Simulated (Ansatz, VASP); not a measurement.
**One calculation of Hf3C2, two programs**

```
Hf C
1.0
     3.30451    0.00000    0.00000
    -1.65226    2.86179    0.00000
     0.00000    0.00000    7.93277
Hf C
3 2
Direct
  0.00000 0.00000 0.00000
  0.33333 0.66667 0.67826
  0.66667 0.33333 0.32174
  0.33333 0.66667 0.17390
  0.66667 0.33333 0.82610
```

Alike in both runs: functional PBE; k mesh 12 × 12 × 6; occupations gaussian, width 0.1 eV; no spin polarisation.

Ansatz relaxed the structure, and its values are those at the end. VASP's run is a single point on that final structure, the one shown.

|  | VASP | Ansatz |
| --- | --- | --- |
| version | VASP 6.6.1 | Ansatz 0.2.0 |
| potentials or method | VASP PAW PBE potentials, release 64 (Hf_pv, C), cutoff 520 eV | scalar-relativistic, plane waves, PAW |
| valence electrons in the cell | 38 | 86 |

VASP gave:

* gap on the k mesh at the Fermi level (eV): none
* pressure (GPa): -0.7
* rms of the force components (eV/Å): 0.023

**Question.** What did Ansatz give for the same quantities?

**Answer.** gap on the k mesh at the Fermi level (eV): none; pressure (GPa): 0.0; rms of the force components (eV/Å): 0.001.

A gap of «none» marks a metal or a gap that the smearing closes. VASP's potentials hold 38 valence electrons a cell and Ansatz's 86, so a difference there can come from the potentials and not from the codes.

Neither program's run includes spin-orbit coupling.
